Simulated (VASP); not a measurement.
Input of a VASP 6.6.1 run:

File INCAR:

```
SYSTEM = ZnPt
PREC = Accurate
ENCUT = 520
EDIFF = 1E-6
ISMEAR = -1
SIGMA = 0.1
LREAL = .False.
LASPH = .True.
NELM = 80
ALGO = Normal
ISIF = 2
LWAVE = .False.
LCHARG = .False.
GGA = CA
NBANDS = 18
```

File KPOINTS:

```
Automatic mesh
0
Gamma
  10 10 8
  0 0 0
```

The input POSCAR:

```
ZnPt
1.0
    2.9384226668      0.0000000000      0.0000000000
    0.0000000000      2.9384226668      0.0000000000
    0.0000000000      0.0000000000      3.6012093437
Zn Pt
1 1
Direct
    0.5000000000      0.5000000000      0.5000000000
    0.0000000000      0.0000000000      0.0000000000
```

Potentials or basis: VASP PAW LDA potentials, release 64 (Zn, Pt).

Run with:

```sh
$ cat potpaw_LDA.64/Zn/POTCAR potpaw_LDA.64/Pt/POTCAR > POTCAR
$ mpirun -np 1 vasp_std > vasp.out
```

(1) What does it give for the pressure?

(2) Predict the band gap on the k mesh.

## Answers

(1) -20.3 GPa.

(2) zero (bands 11 and 12 overlap by 3.99 eV).

Caveat: the cell stands under tension; spin-orbit coupling is left out, which moves the levels of the heavy elements.
